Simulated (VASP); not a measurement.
# Ti (P-3m1) in VASP: single point with PBE

Aim: the single point of Ti with PBE.

Everything below comes from runs of VASP 6.6.1. Logs are shortened: lines on timing, memory, paths and dates and some standing lists are left out, and cuts for length are marked.

## (1) The cell of the first run

It takes space group P-3m1 (No. 164, trigonal). Conventional cell: a = 3.074 Å, b = 3.074 Å, c = 4.603 Å, α = 90.00°, β = 90.00°, γ = 120.00°. Within 3.6 Å of Ti (site symmetry 3m) lie 12 Ti at 2.75 to 3.07 Å.

## (2) Single point, PBE (strained and its atoms moved)

INCAR

```
  ALGO = Fast
  EDIFF = 1E-7
  ENCUT = 520
  GGA = PE
  ISIF = 2
  ISMEAR = 0
  LASPH = True
  LCHARG = False
  LREAL = False
  LWAVE = False
  NBANDS = 19
  NELM = 60
  PREC = Accurate
  SIGMA = 0.1
```

KPOINTS

```
k-points
0
Gamma
  15 15 8
```

POSCAR

```
Ti
1.0
    3.0744877701      0.0000000000      0.0000000000
   -1.5372438851      2.6625845125      0.0000000000
    0.0000000000      0.0000000000      4.6025892000
Ti
2
Direct
    0.3333333333      0.6666666667      0.2286598378
    0.6666666667      0.3333333333      0.7713401622
```

Potentials or basis: VASP PAW PBE potentials, release 64 (Ti_sv).

The run is started by

```bash
cat potpaw_PBE.64/Ti_sv/POTCAR > POTCAR
mpirun -np 1 vasp_std > vasp.out
```

OUTCAR:

```text
EDIFF = 1E-7
   ENCUT = 520
   GGA = PE
   ISIF = 2
   ISMEAR = 0
   LASPH = True
   LREAL = False
   NELM = 60
   PREC = Accurate

 ion  position               nearest neighbor table
   1  0.333  0.667  0.229-   2 2.75   2 2.75   2 2.75
   2  0.667  0.333  0.771-   1 2.75   1 2.75   1 2.75

  LATTYP: Found a hexagonal cell.
 ALAT       =     3.0744877701
 C/A-ratio  =     1.4970263485

  Lattice vectors:

 A1 = (   3.0744877701,   0.0000000000,   0.0000000000)
 A2 = (  -1.5372438851,   2.6625845125,   0.0000000000)
 A3 = (   0.0000000000,   0.0000000000,   4.6025892000)

Analysis of symmetry for initial positions (statically):
=====================================================================
 Subroutine PRICEL returns:
 Original cell was already a primitive cell.

 Routine SETGRP: Setting up the symmetry group for a
 hexagonal supercell.

 Subroutine GETGRP returns: Found 12 space group operations
 (whereof 12 operations were pure point group operations)
 out of a pool of 24 trial point group operations.

The static configuration has the point symmetry D_3d.

Analysis of symmetry for dynamics (positions and initial velocities):
=====================================================================
 Subroutine PRICEL returns:
 Original cell was already a primitive cell.

 Routine SETGRP: Setting up the symmetry group for a
 hexagonal supercell.

 Subroutine GETGRP returns: Found 12 space group operations
 (whereof 12 operations were pure point group operations)
 out of a pool of 24 trial point group operations.

The dynamic configuration has the point symmetry D_3d.

 Subroutine INISYM returns: Found 12 space group operations
 (whereof 12 operations are pure point group operations),
 and found     1 'primitive' translations

----------------------------------------------------------------------------------------

                                     Primitive cell

  volume of cell :      37.6772

  direct lattice vectors                    reciprocal lattice vectors
     3.074487770  0.000000000  0.000000000     0.325257433  0.187787467  0.000000000
    -1.537243885  2.662584513  0.000000000     0.000000000  0.375574933  0.000000000
     0.000000000  0.000000000  4.602589200     0.000000000  0.000000000  0.217269010

  length of vectors
     3.074487770  3.074487770  4.602589200     0.375574933  0.375574933  0.217269010

  position of ions in fractional coordinates (direct lattice)
     0.333333333  0.666666667  0.228659838
     0.666666667  0.333333333  0.771340162

  ion indices of the primitive-cell ions
   primitive index   ion index
                 1           1
                 2           2

----------------------------------------------------------------------------------------

 KPOINTS: k-points

Automatic generation of k-mesh.
 Grid dimensions read from file:
 generate k-points for:   15   15    8

 Generating k-lattice:

  Cartesian coordinates                     Fractional coordinates (reciprocal lattice)
     0.021683829  0.012519164  0.000000000     0.066666667  0.000000000  0.000000000
     0.000000000  0.025038329  0.000000000     0.000000000  0.066666667  0.000000000
     0.000000000  0.000000000  0.027158626     0.000000000  0.000000000  0.125000000

  Length of vectors
     0.025038329  0.025038329  0.027158626

  Shift w.r.t. Gamma in fractional coordinates (k-lattice)
     0.000000000  0.000000000  0.000000000

 Subroutine IBZKPT returns following result:
 ===========================================

 Found    192 irreducible k-points:

 Following reciprocal coordinates:
            Coordinates               Weight
  0.000000  0.000000  0.000000      1.000000
  0.066667 -0.000000  0.000000      6.000000
  0.133333 -0.000000  0.000000      6.000000
  0.200000 -0.000000  0.000000      6.000000
  0.266667 -0.000000  0.000000      6.000000
  0.333333 -0.000000  0.000000      6.000000
[... 16 lines left out ...]
  0.333333  0.200000  0.000000     12.000000
  0.400000  0.200000  0.000000      6.000000
 [... further k-points ...]
   k-points           NKPTS =    192   k-points in BZ     NKDIM =    192   number of bands    NBANDS=     19
   number of dos      NEDOS =    301   number of ions     NIONS =      2
   total plane-waves  NPLWV =  20736
   dimension x,y,z NGX =    24 NGY =   24 NGZ =   36
   dimension x,y,z NGXF=    48 NGYF=   48 NGZF=   72
   ions per type =               2
   NGX,Y,Z   is equivalent  to a cutoff of  12.98, 12.98, 13.00 a.u.
   NGXF,Y,Z  is equivalent  to a cutoff of  25.95, 25.95, 26.01 a.u.
 SYSTEM =  unknown system
   PREC   = accura    normal or accurate (medium, high low for compatibility)
   ISTART =      0    job   : 0-new  1-cont  2-samecut
   ICHARG =      2    charge: 1-file 2-atom 10-const
   ISPIN  =      1    spin polarized calculation?
   LNONCOLLINEAR =      F non collinear calculations
   LSORBIT =      F    spin-orbit coupling
   LASPH  =      T    aspherical Exc in radial PAW
   ENCUT  =  520.0 eV  38.22 Ry    6.18 a.u.   5.72  5.72  8.56*2*pi/ulx,y,z
   NELM   =     60;   NELMIN=  2; NELMDL= -5     # of ELM steps
   EDIFF  = 0.1E-06   stopping-criterion for ELM
   LREAL  =      F    real-space projection
   EDIFFG = 0.1E-05   stopping-criterion for IOM
   NSW    =      0    number of steps for IOM
   IBRION =     -1    ionic relax: 0-MD 1-quasi-New 2-CG
   NFREE  =      0    steps in history (QN), initial steepest desc. (CG)
   ISIF   =      2    stress and relaxation
   ISYM   =      2    0-nonsym 1-usesym 2-fastsym
   POTIM  = 0.5000    time-step for ionic-motion
   TEBEG  =    0.0;   TEEND  =   0.0 temperature during run
   PSTRESS=    0.0 pullay stress
   NELECT =      24.0000    total number of electrons
   NUPDOWN=      -1.0000    fix difference up-down
   EMIN   =  10.00;   EMAX   =-10.00  energy-range for DOS
   EFERMI =   0.00;   METHOD = LEGACY
   ISMEAR =     0;   SIGMA  =   0.10  broadening in eV -4-tet -1-fermi 0-gaus
   EFERMI_NEDOS =   21; number of points for ismear=-14 and -15
   IALGO  =     68    algorithm
   IMIX   =      4    mixing-type and parameters
     AMIX     =   0.40;   BMIX     =  1.00
     AMIX_MAG =   1.60;   BMIX_MAG =  1.00
  volume/ion in A,a.u.               =      18.84       127.13
  Fermi-wavevector in a.u.,A,eV,Ry     =   1.408594  2.661856 26.995817  1.984137
  Thomas-Fermi vector in A             =   2.530736
   LORBIT       =      0    0 simple, 1 ext, 2 COOP (PROOUT), +10 PAW based schemes
   GGA     = PE    functional components
   LHFCALC =     F    Hartree Fock is set to
   AEXX    =    0.0000 exact exchange contribution
   IVDW    =     0    specifies the selected vdW correction
   LEPSILON=     F    determine dielectric tensor
   LRPA    =     F    only Hartree local field effects (RPA)
 non-spin polarized calculation
 RMM-DIIS sequential band-by-band and
 Gauss-broadening in eV      SIGMA  =   0.10
  energy-cutoff  :      520.00
  volume of cell :       37.68
 maximum number of plane-waves:      1038
 NGX is ok and might be reduce to    24
   NGX = 11   NGY = 11   NGZ = 17

 number of electron      23.9999990 magnetization

 Free energy of the ion-electron system (eV)
  ---------------------------------------------------
  ext. energy  EPLUGINS =         0.00000000
  ---------------------------------------------------
  free energy    TOTEN  =       -15.51096018 eV

  energy without entropy =      -15.50099952  energy(sigma->0) =      -15.50597985

 E-fermi :   7.5320     XC(G=0): -11.1008

 val. band max:        7.5110182132   @ k =   0.3333   0.2000   0.5000
 cond. band min:       7.5381448332   @ k =   0.0000   0.1333   0.3750
 fundamental gap:      0.0271266200
 Fermi energy:         7.5320237213

 k-point     1 :       0.0000    0.0000    0.0000
  band No.  band energies     occupation
      1     -49.5195      2.00000
      2     -49.3760      2.00000
      3     -26.0740      2.00000
      4     -25.5549      2.00000
      5     -25.5549      2.00000
      6     -25.4284      2.00000
[... 11 lines left out ...]
     18       9.2165      0.00000
     19      10.4166      0.00000

 k-point     2 :       0.0667   -0.0000    0.0000
  band No.  band energies     occupation
      1     -49.5163      2.00000
      2     -49.3756      2.00000
      3     -26.0668      2.00000
      4     -25.5705      2.00000
      5     -25.5601      2.00000
      6     -25.4403      2.00000
[... 11 lines left out ...]
     18       9.0891      0.00000
     19      10.4545      0.00000

 k-point     3 :       0.1333   -0.0000    0.0000
  band No.  band energies     occupation
      1     -49.5074      2.00000
      2     -49.3748      2.00000
      3     -26.0459      2.00000
      4     -25.6126      2.00000
      5     -25.5742      2.00000
      6     -25.4765      2.00000
[... 11 lines left out ...]
     18       9.1132      0.00000
     19      10.5465      0.00000

 k-point     4 :       0.2000   -0.0000    0.0000
  band No.  band energies     occupation
      1     -49.4936      2.00000
      2     -49.3741      2.00000
      3     -26.0138      2.00000
      4     -25.6715      2.00000
      5     -25.5943      2.00000
      6     -25.5278      2.00000
[... 11 lines left out ...]
     18       9.3175      0.00000
     19      10.6534      0.00000

 k-point     5 :       0.2667   -0.0000    0.0000
  band No.  band energies     occupation
      1     -49.4767      2.00000
      2     -49.3744      2.00000
      3     -25.9749      2.00000
      4     -25.7373      2.00000
      5     -25.6166      2.00000
      6     -25.5828      2.00000
[... 11 lines left out ...]
     18       9.6371      0.00000
     19      10.7474      0.00000
[... 334 lines left out ...]
      2     -49.3770      2.00000
      3     -25.9245      2.00000
      4     -25.7606      2.00000
      5     -25.7295      2.00000
      6     -25.5766      2.00000
[... 11 lines left out ...]
     18      10.4105      0.00000
     19      10.7631      0.00000

 k-point    22 :       0.2667    0.2000    0.0000
  band No.  band energies     occupation
      1     -49.4385      2.00000
      2     -49.3810      2.00000
      3     -25.8930      2.00000
      4     -25.7956      2.00000
      5     -25.7492      2.00000
      6     -25.5993      2.00000
[... 11 lines left out ...]
     18      10.7718      0.00000
     19      10.8812      0.00000

 k-point    23 :       0.3333    0.2000    0.0000
  band No.  band energies     occupation
      1     -49.4250      2.00000
      2     -49.3864      2.00000
      3     -25.8700      2.00000
      4     -25.8283      2.00000
      5     -25.7448      2.00000
      6     -25.6212      2.00000
[... 11 lines left out ...]
     18      10.7588      0.00000
     19      11.3768      0.00000

 k-point    24 :       0.4000    0.2000    0.0000
  band No.  band energies     occupation
      1     -49.4189      2.00000
      2     -49.3897      2.00000
      3     -25.8576      2.00000
      4     -25.8449      2.00000
      5     -25.7393      2.00000
      6     -25.6311      2.00000
[... 11 lines left out ...]
     18      10.7453      0.00000
     19      11.8674      0.00000

 [... further k-points ...]
[... 5 lines left out ...]
  --------------------------------------------------------------------------------------
  -------------------------------------------------------------------------------------
  Total       -2.0613033     -2.0613033     -0.3172186      0.0000000      0.0000000      0.0000000
  in kB      -87.6544747    -87.6544747    -13.4893463      0.0000000      0.0000000      0.0000000
  external PRESSURE =     -62.9327653 kB  Pullay stress =       0.0000000 kB

 VOLUME and BASIS-vectors are now :
 -----------------------------------------------------------------------------
  energy-cutoff  :      520.00
  volume of cell :       37.68
      direct lattice vectors                 reciprocal lattice vectors
     3.074487770  0.000000000  0.000000000     0.325257433  0.187787467  0.000000000
    -1.537243885  2.662584513  0.000000000     0.000000000  0.375574933  0.000000000
     0.000000000  0.000000000  4.602589200     0.000000000  0.000000000  0.217269010

 POSITION                                       TOTAL-FORCE (eV/Angst)
 -----------------------------------------------------------------------------------
     -0.00000      1.77506      1.05243         0.000000      0.000000      0.791087
      1.53724      0.88753      3.55016        -0.000000      0.000000     -0.791087
 -----------------------------------------------------------------------------------
    total drift:                               -0.000000      0.000000     -0.000000

  FREE ENERGIE OF THE ION-ELECTRON SYSTEM (eV)
  ---------------------------------------------------
  free  energy   TOTEN  =       -15.5109601824 eV

  energy  without entropy=      -15.5009995239  energy(sigma->0) =      -15.50597985
```

Wall time 3.4 min (1 thread of Intel Xeon 6975P-C (Granite Rapids), shared host); peak memory 0.23 GiB.

Results:

```yaml
Free_energy: -15.5110 eV
Pressure: -6.3 GPa
Largest_force: 0.791 eV/Å
Band_gap_on_the_k_mesh: zero (band 12 reaches 8.15 eV, above the bottom of band 13 at 7.17 eV)
```

Forces in eV/Å, atoms in the order of the input:
```
Ti   0.000  0.000  0.791
Ti   0.000  0.000 -0.791
```

Caveat: the cell differs from its parent crystal (strained and its atoms moved).
